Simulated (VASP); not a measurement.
Input of a VASP 6.6.1 run:

File INCAR:

```
SYSTEM = Co
ALGO = Normal ; EDIFF = 1E-7
ENCUT = 520 ; GGA = PS
ISIF = 2 ; ISMEAR = -1
ISPIN = 2 ; IVDW = 12
LASPH = .True. ; LCHARG = .False.
LMAXMIX = 4 ; LORBIT = 11
LREAL = .False. ; LWAVE = .False.
MAGMOM = 2 2 ; NBANDS = 20
NELM = 150 ; PREC = Accurate
SIGMA = 0.05
```

Contents of KPOINTS:

```
k-points
0
Gamma
  12 12 7
  0 0 0
```

The input POSCAR:

```
Co
1.0
    2.4355093084      0.0000000000      0.0000000000
   -1.2177546542      2.1092129323      0.0000000000
    0.0000000000      0.0000000000      3.9312921987
Co
2
Direct
    0.3333333333      0.6666666667      0.7500034117
    0.6666666667      0.3333333333      0.2499965883
```

Potentials or basis: VASP PAW PBE potentials, release 64 (Co).

The run is started by

```console
$ cat potpaw_PBE.64/Co/POTCAR > POTCAR
$ mpirun -np 1 vasp_std > vasp.out
```

Task: Estimate the pressure.

Result: -1.1 GPa.

Task: Estimate the dispersion energy per atom.

Result: -0.409 eV.

Task: Predict the net moment.

Result: 3.04 μB per cell.

Task: Predict the site moments.

Result: Co +1.52 μB.

Caveat: the PAW data sets were made with another functional, which shifts forces and pressure a little.
